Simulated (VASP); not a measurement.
Runs of VASP 6.6.1 on Pt. The structure is that of space group Fm-3m (No. 225), or close to it. The cells are those of the table. 

```tsv
fixed moment (μB)	cell	pressure (GPa)	moment (μB)
0.4	a = 2.685 Å, angles 60.0°, 1 atom	35.7	0.40
0.1	a = 2.685 Å, angles 60.0°, 1 atom	34.7	0.10
0.05	a = 2.640 Å, angles 60.0°, 1 atom	(a)	0.05
0.25	a = 2.640 Å, angles 60.0°, 1 atom	61.7	0.25
0.2	a = 2.685 Å, angles 60.0°, 1 atom	34.9	0.20
0.15	a = 2.640 Å, angles 60.0°, 1 atom	(b)	0.15
0.5	a = 2.685 Å, angles 60.0°, 1 atom	36.3	0.50
```

Alike in all rows: task single point; level PBEsol; potentials or basis VASP PAW PBE potentials, release 64 (Pt); spin collinear; k mesh 22 × 22 × 22; cutoff (eV) 520; smearing gaussian 0.15 eV.

Q: Estimate the missing entries.

A: (a) 61.2; (b) 61.4.

Caveats: the cell stands under pressure; the PAW data sets were made with another functional, which shifts forces and pressure a little; the total moment is fixed, so each spin has its own Fermi level and the state may be an excited one.
